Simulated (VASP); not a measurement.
# Y (P6_3/mmc) in VASP: further runs, part 3 of 3

VASP 6.6.1.

## (4) Electric field gradients, LDA (volume scaled by 1.01)

Contents of INCAR:

```
SYSTEM = Y
PREC = Accurate
ENCUT = 520
EDIFF = 1E-8
ISMEAR = -1
SIGMA = 0.08
LREAL = .FALSE.
LASPH = .TRUE.
NELM = 100
ALGO = Normal
ISIF = 2
LWAVE = .FALSE.
LCHARG = .FALSE.
LEFG = .TRUE.
NBANDS = 18
```

Contents of KPOINTS:

```
Automatic mesh
0
G
  12 12 7
  0 0 0
```

Contents of POSCAR:

```
Y
1.0
    3.6636305529      0.0000000000      0.0000000000
   -1.8318152764      3.1727971289      0.0000000000
    0.0000000000      0.0000000000      5.7664944924
Y
2
Direct
    0.3333333333      0.6666666667      0.2500000000
    0.6666666667      0.3333333333      0.7500000000
```

Potentials or basis: VASP PAW LDA potentials, release 64 (Y_sv).

The run is started by

```console
$ cat potpaw_LDA.64/Y_sv/POTCAR > POTCAR
$ mpirun -np 1 vasp_std > vasp.out
```

OUTCAR:

```text
SYSTEM = Y
   PREC = Accurate
   ENCUT = 520
   EDIFF = 1E-8
   ISMEAR = -1
   LREAL = .FALSE.
   LASPH = .TRUE.
   NELM = 100
   ISIF = 2

 ion  position               nearest neighbor table
   1  0.333  0.667  0.250-   2 3.58   2 3.58   2 3.58   2 3.58   2 3.58   2 3.58
   2  0.667  0.333  0.750-   1 3.58   1 3.58   1 3.58   1 3.58   1 3.58   1 3.58

  LATTYP: Found a hexagonal cell.
 ALAT       =     3.6636305529
 C/A-ratio  =     1.5739836234

  Lattice vectors:

 A1 = (   3.6636305529,   0.0000000000,   0.0000000000)
 A2 = (  -1.8318152764,   3.1727971289,   0.0000000000)
 A3 = (   0.0000000000,   0.0000000000,   5.7664944924)

Analysis of symmetry for initial positions (statically):
=====================================================================
 Subroutine PRICEL returns:
 Original cell was already a primitive cell.

 Routine SETGRP: Setting up the symmetry group for a
 hexagonal supercell.

 Subroutine GETGRP returns: Found 24 space group operations
 (whereof 12 operations were pure point group operations)
 out of a pool of 24 trial point group operations.

The static configuration has the point symmetry D_3d.
 The point group associated with its full space group is D_6h.

Analysis of symmetry for dynamics (positions and initial velocities):
=====================================================================
 Subroutine PRICEL returns:
 Original cell was already a primitive cell.

 Routine SETGRP: Setting up the symmetry group for a
 hexagonal supercell.

 Subroutine GETGRP returns: Found 24 space group operations
 (whereof 12 operations were pure point group operations)
 out of a pool of 24 trial point group operations.

The dynamic configuration has the point symmetry D_3d.
 The point group associated with its full space group is D_6h.

 Subroutine INISYM returns: Found 24 space group operations
 (whereof 12 operations are pure point group operations),
 and found     1 'primitive' translations

----------------------------------------------------------------------------------------

                                     Primitive cell

  volume of cell :      67.0295

  direct lattice vectors                    reciprocal lattice vectors
     3.663630553  0.000000000  0.000000000     0.272953287  0.157589653  0.000000000
    -1.831815276  3.172797129  0.000000000     0.000000000  0.315179307  0.000000000
     0.000000000  0.000000000  5.766494492     0.000000000  0.000000000  0.173415582

  length of vectors
     3.663630553  3.663630553  5.766494492     0.315179307  0.315179307  0.173415582

  position of ions in fractional coordinates (direct lattice)
     0.333333333  0.666666667  0.250000000
     0.666666667  0.333333333  0.750000000

  ion indices of the primitive-cell ions
   primitive index   ion index
                 1           1
                 2           2

----------------------------------------------------------------------------------------

 KPOINTS: Automatic mesh

Automatic generation of k-mesh.
 Grid dimensions read from file:
 generate k-points for:   12   12    7
[... 72 lines left out ...]
   POTIM  = 0.5000    time-step for ionic-motion
   TEBEG  =    0.0;   TEEND  =   0.0 temperature during run
   PSTRESS=    0.0 pullay stress
   NELECT =      22.0000    total number of electrons
   NUPDOWN=      -1.0000    fix difference up-down
   EMIN   =  10.00;   EMAX   =-10.00  energy-range for DOS
   EFERMI =   0.00;   METHOD = LEGACY
   ISMEAR =    -1;   SIGMA  =   0.08  broadening in eV -4-tet -1-fermi 0-gaus
   EFERMI_NEDOS =   21; number of points for ismear=-14 and -15
   IALGO  =     38    algorithm
   IMIX   =      4    mixing-type and parameters
     AMIX     =   0.40;   BMIX     =  1.00
     AMIX_MAG =   1.60;   BMIX_MAG =  1.00
  volume/ion in A,a.u.               =      33.51       226.17
  Fermi-wavevector in a.u.,A,eV,Ry     =   1.129260  2.133991 17.350518  1.275227
  Thomas-Fermi vector in A             =   2.265952
   LORBIT       =      0    0 simple, 1 ext, 2 COOP (PROOUT), +10 PAW based schemes
   GGA     = CA    functional components
   LHFCALC =     F    Hartree Fock is set to
   AEXX    =    0.0000 exact exchange contribution
   IVDW    =     0    specifies the selected vdW correction
   LEPSILON=     F    determine dielectric tensor
   LRPA    =     F    only Hartree local field effects (RPA)
 non-spin polarized calculation
  energy-cutoff  :      520.00
  volume of cell :       67.03
 maximum number of plane-waves:      1830
 NGX is ok and might be reduce to    28
   NGX = 13   NGY = 13   NGZ = 21

 number of electron      22.0000001 magnetization

 Free energy of the ion-electron system (eV)
  ---------------------------------------------------
  ext. energy  EPLUGINS =         0.00000000
  ---------------------------------------------------
  free energy    TOTEN  =       -13.82397716 eV

  energy without entropy =      -13.73938717  energy(sigma->0) =      -13.78168216

 E-fermi :   2.7305     XC(G=0):  -9.5634

 val. band max:        2.7215001746   @ k =   0.3333   0.0000   0.4286
 cond. band min:       2.7320210285   @ k =   0.2500   0.2500   0.4286
 fundamental gap:      0.0105208539
 Fermi energy:         2.7305464173

 k-point     1 :       0.0000    0.0000    0.0000
  band No.  band energies     occupation
      1     -39.7750      2.00000
      2     -39.7068      2.00000
      3     -20.1558      2.00000
      4     -19.7029      2.00000
      5     -19.7029      2.00000
      6     -19.6185      2.00000
[... 481 lines left out ...]
      5     -19.8932      2.00000
      6     -19.7819      2.00000
[... 10 lines left out ...]
     17       6.4714      0.00000
     18       6.6734      0.00000

 [... further k-points ...]

------------------------ aborting loop because EDIFF is reached ----------------------------------------

  FORCE on cell =-STRESS in cart. coord.  units (eV):
  Direction    XX          YY          ZZ          XY          YZ          ZX
  --------------------------------------------------------------------------------------
  -------------------------------------------------------------------------------------
  Total       -1.7253217     -1.7253217     -1.9717464     -0.0000000      0.0000000      0.0000000
  in kB      -41.2396358    -41.2396358    -47.1298191     -0.0000000      0.0000000      0.0000000
  external PRESSURE =     -43.2030302 kB  Pullay stress =       0.0000000 kB

 VOLUME and BASIS-vectors are now :
 -----------------------------------------------------------------------------
  energy-cutoff  :      520.00
  volume of cell :       67.03
      direct lattice vectors                 reciprocal lattice vectors
     3.663630553  0.000000000  0.000000000     0.272953287  0.157589653  0.000000000
    -1.831815276  3.172797129  0.000000000     0.000000000  0.315179307  0.000000000
     0.000000000  0.000000000  5.766494492     0.000000000  0.000000000  0.173415582

 POSITION                                       TOTAL-FORCE (eV/Angst)
 -----------------------------------------------------------------------------------
     -0.00000      2.11520      1.44162        -0.000000      0.000000      0.000000
      1.83182      1.05760      4.32487         0.000000     -0.000000      0.000000
 -----------------------------------------------------------------------------------
    total drift:                                0.000000     -0.000000      0.000000

  FREE ENERGIE OF THE ION-ELECTRON SYSTEM (eV)
  ---------------------------------------------------
  free  energy   TOTEN  =       -13.8239771609 eV

  energy  without entropy=      -13.7393871681  energy(sigma->0) =      -13.78168216

 Electric field gradients (V/A^2)
---------------------------------------------------------------------
 ion       V_xx      V_yy      V_zz      V_xy      V_xz      V_yz
---------------------------------------------------------------------
   1     -12.158   -12.158    24.315     0.000    -0.000     0.000
   2     -12.158   -12.158    24.315     0.000     0.000    -0.000
---------------------------------------------------------------------

 Electric field gradients after diagonalization (V/A^2)
 (convention: |V_zz| > |V_xx| > |V_yy|)
----------------------------------------------------------------------
 ion       V_xx      V_yy      V_zz     asymmetry (V_yy - V_xx)/ V_zz
----------------------------------------------------------------------
   1     -12.158   -12.158    24.315       0.000
   2     -12.158   -12.158    24.315       0.000
----------------------------------------------------------------------

           NMR quadrupolar parameters

 Cq : quadrupolar parameter    Cq=e*Q*V_zz/h
 eta: asymmetry parameters     (V_yy - V_xx)/ V_zz
 Q  : nuclear electric quadrupole moment in mb (millibarn)
----------------------------------------------------------------------
 ion       Cq(MHz)       eta       Q (mb)
----------------------------------------------------------------------
   1       0.059       0.000       1.000
   2       0.059       0.000       1.000
----------------------------------------------------------------------
```

stdout:

```text
POSCAR found type information on POSCAR Y
 POSCAR found :  1 types and       2 ions
 scaLAPACK will be used
 LDA part: xc-table for (Slater(with rela. corr.)+CA(PZ))
 , standard interpolation
 POSCAR, INCAR and KPOINTS ok, starting setup
 FFT: planning ... GRIDC
 FFT: planning ... GRID_SOFT
 FFT: planning ... GRID
 WAVECAR not read
 entering main loop
ion   1

ion   2
```

Run time: 57 s. Hardware: 1 thread of Intel Xeon 6975P-C (Granite Rapids), shared host; peak memory 0.22 GiB.

What came out:

* Free energy: -13.8240 eV
* Pressure: -4.3 GPa
* Band gap on the k mesh: zero (band 11 reaches 3.62 eV, above the bottom of band 12 at 2.32 eV)

Stress tensor (GPa, compression positive):
```
-4.12  0.00  0.00
 0.00 -4.12  0.00
 0.00  0.00 -4.71
```

Levels at points of the mesh, in eV from the Fermi level:
| k point | band 8 | band 9 | band 10 | band 11 | band 12 | band 13 | band 14 | band 15 |
| --- | --- | --- | --- | --- | --- | --- | --- | --- |
| (0.00, 0.00, 0.00) | -22.32 | -4.64 | -1.86 | 0.89 | 1.68 | 1.68 | 1.94 | 2.25 |
| (0.50, 0.00, 0.00) | -22.40 | -1.67 | -1.16 | -0.80 | -0.08 | 1.33 | 1.41 | 1.97 |

Electric field gradients, principal values (V/Å²):
```csv
atom,least,middle,greatest (by size)
1 Y,-12.158,-12.158,24.315
2 Y,-12.158,-12.158,24.315
```

Caveat: without QUAD_EFG the Cq values of the log hold for a quadrupole moment of 1 mb, not for the nuclei.

## (5) Electric field gradients, LDA (volume scaled by 1.01)

Contents of INCAR:

```
PREC     = Accurate       # precision mode
ENCUT    = 520            # plane-wave cutoff, eV
EDIFF    = 1E-8           # SCF threshold, eV
ISMEAR   = -1             # smearing method
SIGMA    = 0.08           # smearing width, eV
LREAL    = False          # projectors in reciprocal space
LASPH    = True           # aspherical terms in the spheres
NELM     = 60             # most SCF steps
ALGO     = Normal         # electronic algorithm
ISIF     = 2              # what is computed and relaxed
LWAVE    = False          # write WAVECAR
LCHARG   = False          # write CHGCAR
GGA      = CA             # functional
LEFG     = True         
NBANDS   = 18             # bands
```

Contents of KPOINTS:

```
regular mesh
0
Gamma
  12 12 7
```

POSCAR is that of step 4.

Potentials or basis: VASP PAW LDA potentials, release 64 (Y_sv).

The run is started by

```console
$ cat potpaw_LDA.64/Y_sv/POTCAR > POTCAR
$ mpirun -np 1 vasp_std > vasp.out
```

OUTCAR:

```text
PREC = Accurate
   ENCUT = 520
   EDIFF = 1E-8
   ISMEAR = -1
   LREAL = False
   LASPH = True
   NELM = 60
   ISIF = 2
   GGA = CA

 ion  position               nearest neighbor table
   1  0.333  0.667  0.250-   2 3.58   2 3.58   2 3.58   2 3.58   2 3.58   2 3.58
   2  0.667  0.333  0.750-   1 3.58   1 3.58   1 3.58   1 3.58   1 3.58   1 3.58

  LATTYP: Found a hexagonal cell.
 ALAT       =     3.6636305529
 C/A-ratio  =     1.5739836234

  Lattice vectors:

 A1 = (   3.6636305529,   0.0000000000,   0.0000000000)
[... 719 lines left out ...]
  ---------------------------------------------------
  free  energy   TOTEN  =       -13.8239771609 eV

  energy  without entropy=      -13.7393871681  energy(sigma->0) =      -13.78168216

 Electric field gradients (V/A^2)
---------------------------------------------------------------------
 ion       V_xx      V_yy      V_zz      V_xy      V_xz      V_yz
---------------------------------------------------------------------
   1     -12.158   -12.158    24.315     0.000    -0.000     0.000
   2     -12.158   -12.158    24.315     0.000     0.000    -0.000
---------------------------------------------------------------------

 Electric field gradients after diagonalization (V/A^2)
 (convention: |V_zz| > |V_xx| > |V_yy|)
----------------------------------------------------------------------
 ion       V_xx      V_yy      V_zz     asymmetry (V_yy - V_xx)/ V_zz
----------------------------------------------------------------------
   1     -12.158   -12.158    24.315       0.000
   2     -12.158   -12.158    24.315       0.000
----------------------------------------------------------------------

           NMR quadrupolar parameters

 Cq : quadrupolar parameter    Cq=e*Q*V_zz/h
 eta: asymmetry parameters     (V_yy - V_xx)/ V_zz
 Q  : nuclear electric quadrupole moment in mb (millibarn)
----------------------------------------------------------------------
 ion       Cq(MHz)       eta       Q (mb)
----------------------------------------------------------------------
   1       0.059       0.000       1.000
   2       0.059       0.000       1.000
----------------------------------------------------------------------
```

It took 51 s on 1 thread of Intel Xeon 6975P-C (Granite Rapids), shared host; peak memory 0.22 GiB.

Results:

* Free energy: -13.8240 eV
* Pressure: -4.3 GPa
* Band gap on the k mesh: zero (band 11 reaches 3.62 eV, above the bottom of band 12 at 2.32 eV)

Levels at points of the mesh, in eV from the Fermi level:
```tsv
k point	band 9	band 10	band 11	band 12	band 13	band 14
(0.00, 0.00, 0.00)	-4.64	-1.86	0.89	1.68	1.68	1.94
(0.50, 0.00, 0.00)	-1.67	-1.16	-0.80	-0.08	1.33	1.41
```

Electric field gradients, principal values (V/Å²):
```tsv
atom	least	middle	greatest (by size)
1 Y	-12.158	-12.158	24.315
2 Y	-12.158	-12.158	24.315
```

Caveat: without QUAD_EFG the Cq values of the log hold for a quadrupole moment of 1 mb, not for the nuclei.
